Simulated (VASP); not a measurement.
# W6C6F in VASP: single point with LDA

Aim: the single point of W6C6F with LDA.

Program: VASP 6.6.1. These are calculated values, not measurements. Logs are shortened: lines on timing, memory, paths and dates and some standing lists are left out, and cuts for length are marked.

### Step 1. The cell of the first run

The cell holds a slab with vacuum, 26 atoms: a = 5.700 Å, b = 5.700 Å, c = 17.995 Å, α = 90.00°, β = 90.00°, γ = 120.00°.

### Step 2. Single point, LDA

INCAR

```
SYSTEM = W6C6F
  ALGO = Normal
  EDIFF = 1E-6
  ENCUT = 520
  GGA = CA
  ISIF = 2
  ISMEAR = 0
  LASPH = .TRUE.
  LCHARG = .FALSE.
  LREAL = Auto
  LWAVE = .FALSE.
  NBANDS = 134
  NELM = 80
  PREC = Accurate
  SIGMA = 0.15
```

KPOINTS

```
k-points
0
G
  3 3 1
  0 0 0
```

POSCAR

```
W6C6F
1.0
    5.6995400000      0.0000000000      0.0000000000
   -2.8497700000      4.9359460000      0.0000000000
    0.0000000000      0.0000000000     17.9954000000
W C F
12 12 2
Direct
    0.0000000000      0.0000000000      0.0555698000
   -0.0000605081     -0.0000131398      0.2124578599
    0.0018997325      0.0038206154      0.3703166013
    0.0000000000      0.5000000000      0.0555698000
   -0.0007709537      0.4985522627      0.2121743353
    0.0031859650      0.5063876487      0.3721083709
    0.5000000000      0.0000000000      0.0555698000
    0.4999335447     -0.0000127103      0.2124480938
    0.5019001875      0.0038061271      0.3703161300
    0.5000000000      0.5000000000      0.0555698000
    0.4991872545      0.4985241189      0.2121824198
    0.5031857191      0.5063774158      0.3721078606
    0.3333333000      0.1666667000      0.1333163000
    0.3346819500      0.1692895997      0.2890215859
    0.3275995750      0.1551853457      0.4424440949
    0.3333333000      0.6666667000      0.1333163000
    0.3333615056      0.6666870814      0.2878108486
    0.3406404129      0.6813488867      0.4342890026
    0.8333333000      0.1666667000      0.1333163000
    0.8346650708      0.1693285437      0.2890172653
    0.8275501378      0.1551276538      0.4424327667
    0.8333333000      0.6666667000      0.1333163000
    0.8333771556      0.6666674143      0.2878134785
    0.8406069284      0.6813174435      0.4342892293
    0.3439698226      0.1879903358      0.5145390664
   -0.1561857499      0.1878476137      0.5145520517
```

Potentials or basis: VASP PAW LDA potentials, release 64 (W_sv, C, F).

Run with:

```sh
$ cat potpaw_LDA.64/W_sv/POTCAR potpaw_LDA.64/C/POTCAR potpaw_LDA.64/F/POTCAR > POTCAR
$ mpirun -np 1 vasp_std > vasp.out
```

OUTCAR:

```text
SYSTEM = W6C6F
   EDIFF = 1E-6
   ENCUT = 520
   GGA = CA
   ISIF = 2
   ISMEAR = 0
   LASPH = .TRUE.
   LREAL = Auto
   NELM = 80
   PREC = Accurate

 ion  position               nearest neighbor table
   1  0.000  0.000  0.056-  22 2.16  13 2.16  19 2.16   2 2.82  10 2.85   4 2.85   4 2.85  10 2.85
                             7 2.85   7 2.85
   2  1.000  1.000  0.212-  23 2.13  20 2.15  14 2.15  19 2.18  22 2.18  13 2.18   1 2.82   3 2.84
                            11 2.84   5 2.84   8 2.85   8 2.85   5 2.86  11 2.86
   3  0.002  0.004  0.370-  24 1.96  21 2.07  15 2.07  20 2.20  14 2.20  23 2.23   6 2.84  12 2.84
                             2 2.84   9 2.85   9 2.85  12 2.86   6 2.86
   4  0.000  0.500  0.056-  19 2.16  16 2.16  22 2.16   5 2.82   7 2.85   1 2.85   1 2.85   7 2.85
                            10 2.85  10 2.85
   5  0.999  0.499  0.212-  20 2.13  23 2.14  17 2.14  19 2.17  22 2.18  16 2.18   4 2.82   2 2.84
                             8 2.84  11 2.85  11 2.85   8 2.86   2 2.86   6 2.88
   6  0.003  0.506  0.372-  18 2.01  24 2.01  21 2.15  23 2.23  17 2.23  20 2.24   9 2.84   3 2.84
                            12 2.85  12 2.85   3 2.86   9 2.86   5 2.88
   7  0.500  0.000  0.056-  16 2.16  19 2.16  13 2.16   8 2.82  10 2.85   4 2.85  10 2.85   4 2.85
                             1 2.85   1 2.85
   8  0.500  1.000  0.212-  17 2.13  14 2.15  20 2.15  13 2.18  16 2.18  19 2.18   7 2.82   9 2.84
                            11 2.84   5 2.84   2 2.85   2 2.85   5 2.86  11 2.86
   9  0.502  0.004  0.370-  18 1.96  21 2.07  15 2.07  14 2.20  20 2.20  17 2.23   6 2.84  12 2.84
                             8 2.84   3 2.85   3 2.85  12 2.86   6 2.86
  10  0.500  0.500  0.056-  13 2.16  22 2.16  16 2.16  11 2.82   1 2.85   7 2.85   7 2.85   1 2.85
                             4 2.85   4 2.85
  11  0.499  0.499  0.212-  14 2.13  17 2.14  23 2.14  13 2.17  16 2.18  22 2.18  10 2.82   2 2.84
                             8 2.84   5 2.85   5 2.85   8 2.86   2 2.86  12 2.88
  12  0.503  0.506  0.372-  24 2.01  18 2.01  15 2.15  17 2.23  23 2.23  14 2.24   9 2.84   3 2.84
                             6 2.85   6 2.85   3 2.86   9 2.86  11 2.88
  13  0.333  0.167  0.133-  10 2.16   1 2.16   7 2.16  11 2.17   8 2.18   2 2.18
  14  0.335  0.169  0.289-  11 2.13   8 2.15   2 2.15   9 2.20   3 2.20  12 2.24
  15  0.328  0.155  0.442-  25 1.31   9 2.07   3 2.07  12 2.15
  16  0.333  0.667  0.133-   7 2.16   4 2.16  10 2.16  11 2.18   5 2.18   8 2.18
  17  0.333  0.667  0.288-   8 2.13  11 2.14   5 2.14  12 2.23   6 2.23   9 2.23
  18  0.341  0.681  0.434-   9 1.96   6 2.01  12 2.01
  19  0.833  0.167  0.133-   4 2.16   7 2.16   1 2.16   5 2.17   2 2.18   8 2.18
  20  0.835  0.169  0.289-   5 2.13   2 2.15   8 2.15   3 2.20   9 2.20   6 2.24
  21  0.828  0.155  0.442-  26 1.31   9 2.07   3 2.07   6 2.15
  22  0.833  0.667  0.133-   1 2.16  10 2.16   4 2.16   5 2.18  11 2.18   2 2.18
  23  0.833  0.667  0.288-   2 2.13   5 2.14  11 2.14   6 2.23  12 2.23   3 2.23
  24  0.841  0.681  0.434-   3 1.96  12 2.01   6 2.01
  25  0.344  0.188  0.515-  15 1.31
  26  0.844  0.188  0.515-  21 1.31

  LATTYP: Found a hexagonal cell.
 ALAT       =     5.6995400000
 C/A-ratio  =     3.1573425224

  Lattice vectors:

 A1 = (   5.6995400000,   0.0000000000,   0.0000000000)
 A2 = (  -2.8497700000,   4.9359460000,   0.0000000000)
 A3 = (   0.0000000000,   0.0000000000,  17.9954000000)

Analysis of symmetry for initial positions (statically):
=====================================================================
 Subroutine PRICEL returns:
 Original cell was already a primitive cell.

 Routine SETGRP: Setting up the symmetry group for a
 hexagonal supercell.

 Subroutine GETGRP returns: Found  1 space group operations
 (whereof  1 operations were pure point group operations)
 out of a pool of 24 trial point group operations.

The static configuration has the point symmetry C_1 .

Analysis of symmetry for dynamics (positions and initial velocities):
=====================================================================
 Subroutine PRICEL returns:
 Original cell was already a primitive cell.

 Routine SETGRP: Setting up the symmetry group for a
 hexagonal supercell.

 Subroutine GETGRP returns: Found  1 space group operations
 (whereof  1 operations were pure point group operations)
 out of a pool of 24 trial point group operations.

The dynamic configuration has the point symmetry C_1 .

 Subroutine INISYM returns: Found  1 space group operations
 (whereof  1 operations are pure point group operations),
 and found     1 'primitive' translations

----------------------------------------------------------------------------------------

                                     Primitive cell

  volume of cell :     506.2578
[... 75 lines left out ...]

  Cartesian coordinates                     Fractional coordinates (reciprocal lattice)
     0.058484252  0.033765902  0.000000000     0.333333333 -0.000000000  0.000000000
     0.000000000  0.067531803  0.000000000     0.000000000  0.333333333  0.000000000
     0.000000000  0.000000000  0.055569757     0.000000000  0.000000000  1.000000000

  Length of vectors
     0.067531799  0.067531803  0.055569757

  Shift w.r.t. Gamma in fractional coordinates (k-lattice)
     0.000000000  0.000000000  0.000000000

 Subroutine IBZKPT returns following result:
 ===========================================

 Found      5 irreducible k-points:

 Following reciprocal coordinates:
            Coordinates               Weight
  0.000000  0.000000  0.000000      1.000000
  0.333333 -0.000000  0.000000      2.000000
  0.000000  0.333333  0.000000      2.000000
 -0.333333  0.333333  0.000000      2.000000
  0.333333  0.333333  0.000000      2.000000
   k-points           NKPTS =      5   k-points in BZ     NKDIM =      5   number of bands    NBANDS=    134
   number of dos      NEDOS =    301   number of ions     NIONS =     26
   total plane-waves  NPLWV = 246960
   dimension x,y,z NGX =    42 NGY =   42 NGZ =  140
   dimension x,y,z NGXF=    84 NGYF=   84 NGZF=  280
   ions per type =              12  12   2
   NGX,Y,Z   is equivalent  to a cutoff of  12.25, 12.25, 12.93 a.u.
   NGXF,Y,Z  is equivalent  to a cutoff of  24.50, 24.50, 25.87 a.u.
 SYSTEM =  W6C6F
   PREC   = accura    normal or accurate (medium, high low for compatibility)
   ISTART =      0    job   : 0-new  1-cont  2-samecut
   ICHARG =      2    charge: 1-file 2-atom 10-const
   ISPIN  =      1    spin polarized calculation?
   LNONCOLLINEAR =      F non collinear calculations
   LSORBIT =      F    spin-orbit coupling
   LASPH  =      T    aspherical Exc in radial PAW
   ENCUT  =  520.0 eV  38.22 Ry    6.18 a.u.  10.60 10.60 33.46*2*pi/ulx,y,z
   NELM   =     80;   NELMIN=  2; NELMDL= -5     # of ELM steps
   EDIFF  = 0.1E-05   stopping-criterion for ELM
   LREAL  =      T    real-space projection
   EDIFFG = 0.1E-04   stopping-criterion for IOM
   NSW    =      0    number of steps for IOM
   IBRION =     -1    ionic relax: 0-MD 1-quasi-New 2-CG
   NFREE  =      0    steps in history (QN), initial steepest desc. (CG)
   ISIF   =      2    stress and relaxation
   ISYM   =      2    0-nonsym 1-usesym 2-fastsym
   POTIM  = 0.5000    time-step for ionic-motion
   TEBEG  =    0.0;   TEEND  =   0.0 temperature during run
   PSTRESS=    0.0 pullay stress
   NELECT =     230.0000    total number of electrons
   NUPDOWN=      -1.0000    fix difference up-down
   EMIN   =  10.00;   EMAX   =-10.00  energy-range for DOS
   EFERMI =   0.00;   METHOD = LEGACY
   ISMEAR =     0;   SIGMA  =   0.15  broadening in eV -4-tet -1-fermi 0-gaus
   EFERMI_NEDOS =   21; number of points for ismear=-14 and -15
   IALGO  =     38    algorithm
   IMIX   =      4    mixing-type and parameters
     AMIX     =   0.40;   BMIX     =  1.00
     AMIX_MAG =   1.60;   BMIX_MAG =  1.00
  volume/ion in A,a.u.               =      19.47       131.40
  Fermi-wavevector in a.u.,A,eV,Ry     =   1.258520  2.378258 21.549903  1.583873
  Thomas-Fermi vector in A             =   2.392126
   LORBIT       =      0    0 simple, 1 ext, 2 COOP (PROOUT), +10 PAW based schemes
   GGA     = CA    functional components
   LHFCALC =     F    Hartree Fock is set to
   AEXX    =    0.0000 exact exchange contribution
   IVDW    =     0    specifies the selected vdW correction
   LEPSILON=     F    determine dielectric tensor
   LRPA    =     F    only Hartree local field effects (RPA)
 non-spin polarized calculation
 Gauss-broadening in eV      SIGMA  =   0.15
  energy-cutoff  :      520.00
  volume of cell :      506.26
 maximum number of plane-waves:     13687
 NGX is ok and might be reduce to    42
   NGX = 21   NGY = 21   NGZ = 67

 number of electron     230.0000013 magnetization

 Free energy of the ion-electron system (eV)
  ---------------------------------------------------
  ext. energy  EPLUGINS =         0.00000000
  ---------------------------------------------------
  free energy    TOTEN  =      -287.88350238 eV

  energy without entropy =     -287.77702168  energy(sigma->0) =     -287.83026203

 E-fermi :   2.5220     XC(G=0):  -8.2111

 val. band max:        2.5197495365   @ k =  -0.3333   0.3333   0.0000
 cond. band min:       2.5945602007   @ k =   0.0000   0.3333   0.0000
 fundamental gap:      0.0748106642
 Fermi energy:         2.5220443095

 k-point     1 :       0.0000    0.0000    0.0000
  band No.  band energies     occupation
      1     -70.8354      2.00000
      2     -70.8085      2.00000
      3     -70.7610      2.00000
      4     -70.7597      2.00000
      5     -70.7591      2.00000
      6     -70.7338      2.00000
[... 639 lines left out ...]
    126       4.7815      0.00000
    127       4.8751      0.00000
 [bands above 127 left out]

------------------------ aborting loop because EDIFF is reached ----------------------------------------

  FORCE on cell =-STRESS in cart. coord.  units (eV):
  Direction    XX          YY          ZZ          XY          YZ          ZX
  --------------------------------------------------------------------------------------
  -------------------------------------------------------------------------------------
  Total       13.8094006     15.5156771     -0.1960565     -0.0144552      0.0726596      0.0043028
  in kB       43.7032467     49.1031785     -0.6204692     -0.0457472      0.2299493      0.0136172
  external PRESSURE =      30.7286520 kB  Pullay stress =       0.0000000 kB

 VOLUME and BASIS-vectors are now :
 -----------------------------------------------------------------------------
  energy-cutoff  :      520.00
  volume of cell :      506.26
      direct lattice vectors                 reciprocal lattice vectors
     5.699540000  0.000000000  0.000000000     0.175452756  0.101297705  0.000000000
    -2.849770000  4.935946000  0.000000000     0.000000000  0.202595409  0.000000000
     0.000000000  0.000000000 17.995400000     0.000000000  0.000000000  0.055569757

 POSITION                                       TOTAL-FORCE (eV/Angst)
 -----------------------------------------------------------------------------------
      0.00000      0.00000      1.00000        -0.000595      0.003833      0.758155
      2.84946      4.93588      3.82326         0.006791      0.003751      0.003629
     -0.00006      0.01886      6.66400         0.002671      0.029449     -0.035334
     -1.42488      2.46797      1.00000        -0.000641      0.035650      0.759511
      4.27439      2.46083      3.81816         0.004879     -0.009020      0.007186
     -1.42493      2.49950      6.69624        -0.000229     -0.034455     -0.022835
[... 18 lines left out ...]
      1.42474      0.92791      9.25934         0.000247      0.064196      0.557143
      4.27403      0.92721      9.25957         0.000740      0.062989      0.542820
 -----------------------------------------------------------------------------------
    total drift:                               -0.001305     -0.032390     -0.008823

  FREE ENERGIE OF THE ION-ELECTRON SYSTEM (eV)
  ---------------------------------------------------
  free  energy   TOTEN  =      -287.8835023815 eV

  energy  without entropy=     -287.7770216770  energy(sigma->0) =     -287.83026203
```

Run time: 30 min. Hardware: 1 thread of Intel Xeon 8259CL, shared host; peak memory 0.55 GiB.

What came out:

```
Free energy            : -287.8835 eV
Largest force          : 0.931 eV/Å
Band gap on the k mesh : zero (bands 115 and 116 overlap by 1.07 eV)
```

Forces in eV/Å, atoms in the order of the input:
```
W   -0.001  0.004  0.758
W    0.007  0.004  0.004
W    0.003  0.029 -0.035
W   -0.001  0.036  0.760
W    0.005 -0.009  0.007
W    0.000 -0.034 -0.023
W    0.000  0.004  0.757
W    0.009  0.005  0.009
W   -0.001  0.033 -0.038
W    0.000  0.036  0.761
W    0.012 -0.004  0.003
W   -0.001 -0.033 -0.024
C   -0.003 -0.007 -0.886
C   -0.007  0.004  0.014
C   -0.002 -0.068 -0.425
C   -0.002 -0.027 -0.930
C   -0.005  0.000  0.023
C    0.000 -0.004  0.177
C   -0.002 -0.007 -0.886
C   -0.003  0.001  0.015
C   -0.001 -0.062 -0.408
C   -0.003 -0.027 -0.929
C   -0.007  0.001  0.022
C    0.001 -0.001  0.176
F    0.000  0.064  0.557
F    0.001  0.063  0.543
```

Caveat: the k points lie up to 0.42 Å⁻¹ apart, too coarse for converged energies and pressures of a metal; spin-orbit coupling is left out, which moves the levels of the heavy elements.
